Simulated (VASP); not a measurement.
# Ni3Pt2 (P-6m2) in VASP: single point with PBE

Aim: the single point of Ni3Pt2 with PBE.

All numbers are computed with VASP 6.6.1; they aren't measurements. Logs are shortened: lines on timing, memory, paths and dates and some standing lists are left out, and cuts for length are marked.

## 1. The cell of the first run

The structure is hexagonal, space group P-6m2 (No. 187). The conventional cell has a = 2.611 Å, b = 2.611 Å, c = 21.120 Å, α = 90.00°, β = 90.00°, γ = 120.00°. Ni (site symmetry 3m) has 12 Ni at 2.59 to 2.61 Å within 3.4 Å. Within 3.4 Å of Ni (site symmetry -6m2) lie 6 Pt at 2.59 Å and 6 Ni at 2.61 Å. Ni (site symmetry 3m) has 9 Ni at 2.59 to 2.61 Å and 3 Pt at 2.59 Å within 3.4 Å. Within 3.4 Å of Ni (site symmetry -6m2) lie 12 Ni at 2.59 to 2.61 Å. Within 3.4 Å of Pt (site symmetry 3m) lie 9 Pt at 2.59 to 2.61 Å and 3 Ni at 2.59 Å. Pt (site symmetry 3m) has 3 Ni at 2.59 Å and 9 Pt at 2.59 to 2.61 Å within 3.4 Å.

## 2. Single point, PBE, collinear spin, ferromagnetic start

Contents of INCAR:

```
PREC     = Accurate       # precision mode
ENCUT    = 520            # plane-wave cutoff, eV
EDIFF    = 1E-7           # SCF threshold, eV
ISMEAR   = 0              # smearing method
SIGMA    = 0.1            # smearing width, eV
LREAL    = F              # projectors in reciprocal space
LASPH    = T              # aspherical terms in the spheres
NELM     = 150            # most SCF steps
ALGO     = Normal         # electronic algorithm
ISIF     = 2              # what is computed and relaxed
LWAVE    = F              # write WAVECAR
LCHARG   = F              # write CHGCAR
ISPIN    = 2              # spin polarisation
MAGMOM   = 2 2 2 2 2 2 0 0 0 0 # initial moments
LORBIT   = 11             # projections on sites
LMAXMIX  = 4              # l up to which the mixer works
GGA      = PE             # functional
NBANDS   = 65             # bands
```

Contents of KPOINTS:

```
regular mesh
0
Gamma
  6 6 1
```

Contents of POSCAR:

```
Ni3Pt2
1.0
    2.6109843100      0.0000000000      0.0000000000
   -1.3054921600      2.2611787400      0.0000000000
    0.0000000000      0.0000000000     21.1203828700
Ni Pt
6 4
Direct
    0.3333333300      0.6666666700      0.9000000000
    0.3333333300      0.6666666700      0.1000000000
    0.3333333300      0.6666666700      0.5000000000
    0.6666666700      0.3333333300      0.8000000000
    0.6666666700      0.3333333300      0.0000000000
    0.6666666700      0.3333333300      0.2000000000
    0.3333333300      0.6666666700      0.7000000000
    0.3333333300      0.6666666700      0.3000000000
    0.6666666700      0.3333333300      0.4000000000
    0.6666666700      0.3333333300      0.6000000000
```

Potentials or basis: VASP PAW PBE potentials, release 64 (Ni, Pt).

On the command line:

```
$ cat potpaw_PBE.64/Ni/POTCAR potpaw_PBE.64/Pt/POTCAR > POTCAR
$ mpirun -np 1 vasp_std > vasp.out
```

OUTCAR:

```text
PREC = Accurate
   ENCUT = 520
   EDIFF = 1E-7
   ISMEAR = 0
   LREAL = F
   LASPH = T
   NELM = 150
   ISIF = 2
   ISPIN = 2
   LORBIT = 11
   GGA = PE

 ion  position               nearest neighbor table
   1  0.333  0.667  0.900-   4 2.59   5 2.59   4 2.59   5 2.59   4 2.59   5 2.59
   2  0.333  0.667  0.100-   5 2.59   6 2.59   5 2.59   6 2.59   5 2.59   6 2.59
   3  0.333  0.667  0.500-   9 2.59  10 2.59   9 2.59  10 2.59   9 2.59  10 2.59
   4  0.667  0.333  0.800-   7 2.59   1 2.59   7 2.59   1 2.59   7 2.59   1 2.59
   5  0.667  0.333  0.000-   1 2.59   2 2.59   1 2.59   2 2.59   1 2.59   2 2.59
   6  0.667  0.333  0.200-   8 2.59   2 2.59   8 2.59   2 2.59   8 2.59   2 2.59
   7  0.333  0.667  0.700-   4 2.59  10 2.59   4 2.59  10 2.59   4 2.59  10 2.59
   8  0.333  0.667  0.300-   6 2.59   9 2.59   6 2.59   9 2.59   6 2.59   9 2.59
   9  0.667  0.333  0.400-   3 2.59   8 2.59   3 2.59   8 2.59   3 2.59   8 2.59
  10  0.667  0.333  0.600-   3 2.59   7 2.59   3 2.59   7 2.59   3 2.59   7 2.59

  LATTYP: Found a hexagonal cell.
 ALAT       =     2.6109843100
 C/A-ratio  =     8.0890500908

  Lattice vectors:

 A1 = (   2.6109843100,   0.0000000000,   0.0000000000)
 A2 = (  -1.3054921600,   2.2611787400,   0.0000000000)
 A3 = (   0.0000000000,   0.0000000000,  21.1203828700)

Analysis of symmetry for initial positions (statically):
=====================================================================
 Subroutine PRICEL returns:
 Original cell was already a primitive cell.

 Routine SETGRP: Setting up the symmetry group for a
 hexagonal supercell.

 Subroutine GETGRP returns: Found 12 space group operations
 (whereof 12 operations were pure point group operations)
 out of a pool of 24 trial point group operations.

The static configuration has the point symmetry D_3h.

Analysis of symmetry for dynamics (positions and initial velocities):
=====================================================================
 Subroutine PRICEL returns:
 Original cell was already a primitive cell.

 Routine SETGRP: Setting up the symmetry group for a
 hexagonal supercell.

 Subroutine GETGRP returns: Found 12 space group operations
 (whereof 12 operations were pure point group operations)
 out of a pool of 24 trial point group operations.

The dynamic configuration has the point symmetry D_3h.

Analysis of structural, dynamic, and magnetic symmetry:
=====================================================================
 Subroutine PRICEL returns:
 Original cell was already a primitive cell.

 Routine SETGRP: Setting up the symmetry group for a
 hexagonal supercell.

 Subroutine GETGRP returns: Found 12 space group operations
 (whereof 12 operations were pure point group operations)
 out of a pool of 24 trial point group operations.

The overall configuration has the point symmetry D_3h.

 Subroutine INISYM returns: Found 12 space group operations
 (whereof 12 operations are pure point group operations),
 and found     1 'primitive' translations

----------------------------------------------------------------------------------------

                                     Primitive cell

  volume of cell :     124.6927

  direct lattice vectors                    reciprocal lattice vectors
     2.610984310  0.000000000  0.000000000     0.382997323  0.221123608  0.000000000
    -1.305492160  2.261178740  0.000000000     0.000000000  0.442247215  0.000000000
     0.000000000  0.000000000 21.120382870     0.000000000  0.000000000  0.047347627

  length of vectors
     2.610984310  2.610984311 21.120382870     0.442247215  0.442247215  0.047347627

  position of ions in fractional coordinates (direct lattice)
     0.333333330  0.666666670  0.900000000
     0.333333330  0.666666670  0.100000000
     0.333333330  0.666666670  0.500000000
     0.666666670  0.333333330  0.800000000
     0.666666670  0.333333330  0.000000000
     0.666666670  0.333333330  0.200000000
     0.333333330  0.666666670  0.700000000
     0.333333330  0.666666670  0.300000000
     0.666666670  0.333333330  0.400000000
     0.666666670  0.333333330  0.600000000

  ion indices of the primitive-cell ions
   primitive index   ion index
                 1           1
                 2           2
                 3           3
                 4           4
                 5           5
                 6           6
                 7           7
                 8           8
                 9           9
                10          10

[... 25 lines left out ...]

 Following reciprocal coordinates:
            Coordinates               Weight
  0.000000  0.000000  0.000000      1.000000
  0.166667  0.000000  0.000000      6.000000
  0.333333  0.000000  0.000000      6.000000
  0.500000 -0.000000  0.000000      3.000000
  0.166667  0.166667  0.000000      6.000000
  0.333333  0.166667  0.000000     12.000000
  0.333333  0.333333  0.000000      2.000000
   k-points           NKPTS =      7   k-points in BZ     NKDIM =      7   number of bands    NBANDS=     65
   number of dos      NEDOS =    301   number of ions     NIONS =     10
   total plane-waves  NPLWV =  64000
   dimension x,y,z NGX =    20 NGY =   20 NGZ =  160
   dimension x,y,z NGXF=    40 NGYF=   40 NGZF=  320
   ions per type =               6   4
   NGX,Y,Z   is equivalent  to a cutoff of  12.73, 12.73, 12.59 a.u.
   NGXF,Y,Z  is equivalent  to a cutoff of  25.47, 25.47, 25.19 a.u.
 SYSTEM =  unknown system
   PREC   = accura    normal or accurate (medium, high low for compatibility)
   ISTART =      0    job   : 0-new  1-cont  2-samecut
   ICHARG =      2    charge: 1-file 2-atom 10-const
   ISPIN  =      2    spin polarized calculation?
   LNONCOLLINEAR =      F non collinear calculations
   LSORBIT =      F    spin-orbit coupling
   LASPH  =      T    aspherical Exc in radial PAW
   ENCUT  =  520.0 eV  38.22 Ry    6.18 a.u.   4.85  4.85 39.27*2*pi/ulx,y,z
   NELM   =    150;   NELMIN=  2; NELMDL= -5     # of ELM steps
   EDIFF  = 0.1E-06   stopping-criterion for ELM
   LREAL  =      F    real-space projection
   EDIFFG = 0.1E-05   stopping-criterion for IOM
   NSW    =      0    number of steps for IOM
   IBRION =     -1    ionic relax: 0-MD 1-quasi-New 2-CG
   NFREE  =      0    steps in history (QN), initial steepest desc. (CG)
   ISIF   =      2    stress and relaxation
   ISYM   =      2    0-nonsym 1-usesym 2-fastsym
   POTIM  = 0.5000    time-step for ionic-motion
   TEBEG  =    0.0;   TEEND  =   0.0 temperature during run
   PSTRESS=    0.0 pullay stress
   NELECT =     100.0000    total number of electrons
   NUPDOWN=      -1.0000    fix difference up-down
   EMIN   =  10.00;   EMAX   =-10.00  energy-range for DOS
   EFERMI =   0.00;   METHOD = LEGACY
   ISMEAR =     0;   SIGMA  =   0.10  broadening in eV -4-tet -1-fermi 0-gaus
   EFERMI_NEDOS =   21; number of points for ismear=-14 and -15
   IALGO  =     38    algorithm
   IMIX   =      4    mixing-type and parameters
     AMIX     =   0.40;   BMIX     =  1.00
     AMIX_MAG =   1.60;   BMIX_MAG =  1.00
  volume/ion in A,a.u.               =      12.47        84.15
  Fermi-wavevector in a.u.,A,eV,Ry     =   1.520995  2.874264 31.476078  2.313426
  Thomas-Fermi vector in A             =   2.629770
   LORBIT       =     11    0 simple, 1 ext, 2 COOP (PROOUT), +10 PAW based schemes
   GGA     = PE    functional components
   LHFCALC =     F    Hartree Fock is set to
   AEXX    =    0.0000 exact exchange contribution
   IVDW    =     0    specifies the selected vdW correction
   LEPSILON=     F    determine dielectric tensor
   LRPA    =     F    only Hartree local field effects (RPA)
 spin polarized calculation
 Gauss-broadening in eV      SIGMA  =   0.10
  energy-cutoff  :      520.00
  volume of cell :      124.69
 maximum number of plane-waves:      3399
 NGX is ok and might be reduce to    20
   NGX =  9   NGY =  9   NGZ = 79

 number of electron     100.0000000 magnetization      12.0000000

 number of electron      99.9999964 magnetization      10.3558108

 number of electron      99.9999955 magnetization       4.9004311

 Free energy of the ion-electron system (eV)
  ---------------------------------------------------
  ext. energy  EPLUGINS =         0.00000000
  ---------------------------------------------------
  free energy    TOTEN  =       -55.02922402 eV

  energy without entropy =      -54.95471017  energy(sigma->0) =      -54.99196710

 E-fermi :  10.6028     XC(G=0): -13.3622

 val. band max:       10.5923273427   @ k =   0.3333   0.3333   0.0000
 cond. band min:      10.6047551176   @ k =   0.3333   0.3333   0.0000
 fundamental gap:      0.0124277749
 Fermi energy:        10.6028494635

 spin component 1

 k-point     1 :       0.0000    0.0000    0.0000
  band No.  band energies     occupation
      1      -0.6154      1.00000
      2      -0.3926      1.00000
      3       1.1790      1.00000
      4       1.3776      1.00000
      5       2.6987      1.00000
      6       3.2600      1.00000
[... 444 lines left out ...]
     61      16.3447      0.00000
     62      16.8438      0.00000
 Fermi energy:        10.6028494635

 spin component 2

 k-point     1 :       0.0000    0.0000    0.0000
  band No.  band energies     occupation
      1      -0.5968      1.00000
      2      -0.3746      1.00000
      3       1.2109      1.00000
      4       1.4146      1.00000
      5       2.6656      1.00000
      6       3.2527      1.00000
[... 444 lines left out ...]
     61      16.4473      0.00000
     62      16.9660      0.00000
 [bands above 62 left out]

------------------------ aborting loop because EDIFF is reached ----------------------------------------

  FORCE on cell =-STRESS in cart. coord.  units (eV):
  Direction    XX          YY          ZZ          XY          YZ          ZX
  --------------------------------------------------------------------------------------
  -------------------------------------------------------------------------------------
  Total       16.6863873     16.6863873     19.0045237     -0.0000000      0.0000000     -0.0000000
  in kB      214.4035445    214.4035442    244.1892995     -0.0000005      0.0000000     -0.0000000
  external PRESSURE =     224.3321294 kB  Pullay stress =       0.0000000 kB

 VOLUME and BASIS-vectors are now :
 -----------------------------------------------------------------------------
  energy-cutoff  :      520.00
  volume of cell :      124.69
      direct lattice vectors                 reciprocal lattice vectors
     2.610984310  0.000000000  0.000000000     0.382997323  0.221123608  0.000000000
    -1.305492160  2.261178740  0.000000000     0.000000000  0.442247215  0.000000000
     0.000000000  0.000000000 21.120382870     0.000000000  0.000000000  0.047347627

 POSITION                                       TOTAL-FORCE (eV/Angst)
 -----------------------------------------------------------------------------------
     -0.00000      1.50745     19.00834         0.000000      0.000000      0.054447
     -0.00000      1.50745      2.11204        -0.000000      0.000000     -0.054447
     -0.00000      1.50745     10.56019         0.000000      0.000000      0.000000
      1.30549      0.75373     16.89631         0.000000      0.000000      1.241760
      1.30549      0.75373      0.00000        -0.000000      0.000000      0.000000
      1.30549      0.75373      4.22408         0.000000      0.000000     -1.241760
     -0.00000      1.50745     14.78427         0.000000      0.000000      3.695285
     -0.00000      1.50745      6.33611         0.000000      0.000000     -3.695285
      1.30549      0.75373      8.44815        -0.000000     -0.000000      3.631405
      1.30549      0.75373     12.67223        -0.000000     -0.000000     -3.631405
 -----------------------------------------------------------------------------------
    total drift:                               -0.000000      0.000000     -0.000000

  FREE ENERGIE OF THE ION-ELECTRON SYSTEM (eV)
  ---------------------------------------------------
  free  energy   TOTEN  =       -55.0292240216 eV

  energy  without entropy=      -54.9547101686  energy(sigma->0) =      -54.99196710

 total charge

# of ion       s       p       d       tot
------------------------------------------
    1        0.443   0.388   8.272   9.103
    2        0.443   0.388   8.272   9.103
    3        0.447   0.477   8.348   9.273
    4        0.444   0.434   8.307   9.185
    5        0.444   0.386   8.271   9.102
    6        0.444   0.434   8.307   9.185
    7        0.754   0.830   8.196   9.780
    8        0.754   0.830   8.196   9.780
    9        0.754   0.831   8.195   9.781
   10        0.754   0.831   8.195   9.781
--------------------------------------------------
tot          5.685   5.829  82.558  94.071

 magnetization (x)

# of ion       s       p       d       tot
------------------------------------------
    1       -0.006  -0.024   0.707   0.677
    2       -0.006  -0.024   0.707   0.677
    3       -0.001  -0.008   0.725   0.715
    4       -0.004  -0.016   0.755   0.734
    5       -0.006  -0.025   0.707   0.676
    6       -0.004  -0.016   0.755   0.734
    7       -0.001  -0.012   0.222   0.209
    8       -0.001  -0.012   0.222   0.209
    9       -0.001  -0.011   0.197   0.184
   10       -0.001  -0.011   0.197   0.184
--------------------------------------------------
tot         -0.033  -0.159   5.192   5.001
```

It took 9.2 min on 1 thread of Intel Xeon Platinum 8259CL at 2.50GHz (Skylake/Cascade Lake), shared host; peak memory 0.34 GiB.

What came out:

```yaml
Free_energy: -55.0292 eV
Pressure: 22.4 GPa
Largest_force: 3.695 eV/Å
Net_moment: 4.90 μB per cell
Site_moments: Ni +0.68, +0.71, +0.73 (each value once); Pt +0.21, +0.18 (each value once) μB
Valence_electrons_inside_the_program's_atomic_spheres: Ni 9.10, 9.27, 9.19 (each value once); Pt 9.78
```

Forces in eV/Å, atoms in the order of the input:
```
Ni   0.000  0.000  0.054
Ni   0.000  0.000 -0.054
Ni   0.000  0.000  0.000
Ni   0.000  0.000  1.242
Ni   0.000  0.000  0.000
Ni   0.000  0.000 -1.242
Pt   0.000  0.000  3.695
Pt   0.000  0.000 -3.695
Pt   0.000  0.000  3.631
Pt   0.000  0.000 -3.631
```

Caveat: the k points lie up to 0.46 Å⁻¹ apart; spin-orbit coupling is left out, which moves the levels of the heavy elements; forces of over 1 eV/Å act on the atoms, so gaps and moduli don't describe the material at rest.
